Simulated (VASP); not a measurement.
SnSe2, 3 atoms in the cell. It takes space group P-3m1 (No. 164, trigonal). Conventional cell: a = 3.825 Å, b = 3.825 Å, c = 6.227 Å, α = 90.00°, β = 90.00°, γ = 120.00°. Sn (site symmetry -3m) has 6 Se at 2.71 Å within 3.6 Å. Within 3.6 Å of Se (site symmetry 3m) lie 3 Sn at 2.71 Å. 

| Property | Result |
| --- | --- |
| Program | VASP 6.6.1 |
| Task | single point |
| Functional | PBE |
| Potentials or basis | VASP PAW PBE potentials, release 64 (Sn_d, Se) |
| Cutoff | 520 eV |
| k mesh | 12 × 12 × 4 |
| Occupations | fermi-dirac, width 0.02 eV |
| Spin | no spin polarisation |
| Dipole correction | no |
| Further INCAR settings | ALGO = Normal; EDIFF = 1e-07; NBANDS = 20 |

Potentials or basis: VASP PAW PBE potentials, release 64 (Sn_d, Se).

Run with:

```bash
$ cat potpaw_PBE.64/Sn_d/POTCAR potpaw_PBE.64/Se/POTCAR > POTCAR
$ mpirun -np 1 vasp_std > vasp.out
```

Hardware: 1 thread of AMD EPYC 9R45 (Zen 5), with other jobs on the host.

**Question.** Estimate the wall time of this run.

**Answer.** Run time: 52 s on 1 thread of AMD EPYC 9R45 (Zen 5), with other jobs on the host, peak memory 0.22 GiB. Counts: scf iterations 15, k points 69.
